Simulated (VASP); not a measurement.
## Cu2SiIrS4: single point with r2SCAN

Crystal: Cu2SiIrS4.

```
Ir Si Cu S
1.0
     0.00000    5.36784    0.00000
     5.36784    0.00000    0.00000
     2.68392    2.68392   -4.88442
Ir Si Cu S
1 1 2 4
Cartesian
  0.0000 0.0000 0.0000
  2.6839 2.6839 0.0000
  2.6839 5.3678 -2.4422
  5.3678 2.6839 -2.4422
  4.0890 4.0890 -3.7213
  1.4051 3.9628 -1.1632
  6.6467 6.6467 -3.7213
  3.9628 1.4051 -1.1632
```

```
Program             : VASP 6.6.1
Task                : single point
Functional          : r2SCAN
Potentials or basis : VASP PAW PBE potentials, release 64 (Ir, Si, Cu, S)
Cutoff              : 660 eV
k mesh              : 6 × 6 × 6
Occupations         : methfessel-paxton, width 0.2261 eV
Spin                : no spin polarisation
```

| Property | Result |
| --- | --- |
| Pressure | 0.2 GPa |
| Largest force | 0.074 eV/Å |
| Band gap on the k mesh | zero (an odd number of electrons rules out a gap without spin polarisation) |

Forces in eV/Å, atoms in the order of the input:
```
Ir   0.000  0.000  0.000
Si   0.000  0.000  0.000
Cu   0.000  0.000  0.000
Cu   0.000  0.000  0.000
S    0.051  0.051  0.018
S    0.051 -0.051 -0.018
S   -0.051 -0.051  0.018
S   -0.051  0.051 -0.018
```

Levels at points of the mesh, in eV from the Fermi level:
```
           k point  band 28  band 29  band 30  band 31  band 32  band 33
(0.00, 0.00, 0.00)    -0.94     0.55     0.55     0.90     1.98     2.25
(0.50, 0.00, 0.00)    -1.02    -0.61    -0.36     0.70     3.55     3.70
(0.50, 0.50, 0.00)    -0.05     0.14     0.27     0.29     2.23     3.03
(0.00, 0.00, 0.50)    -1.21    -0.48    -0.48     0.62     2.98     3.35
```

It took 12 min on 1 thread of Intel(R) Xeon(R) Platinum 8488C (Sapphire Rapids) (shared host), peak memory 0.52 GiB.

Caveat: the PAW data sets were made with another functional, which shifts forces and pressure a little; spin-orbit coupling is left out, which moves the levels of the heavy elements. With open d or f shells a metallic result of r2SCAN can be an artefact of self-interaction; +U or a hybrid may open a gap.
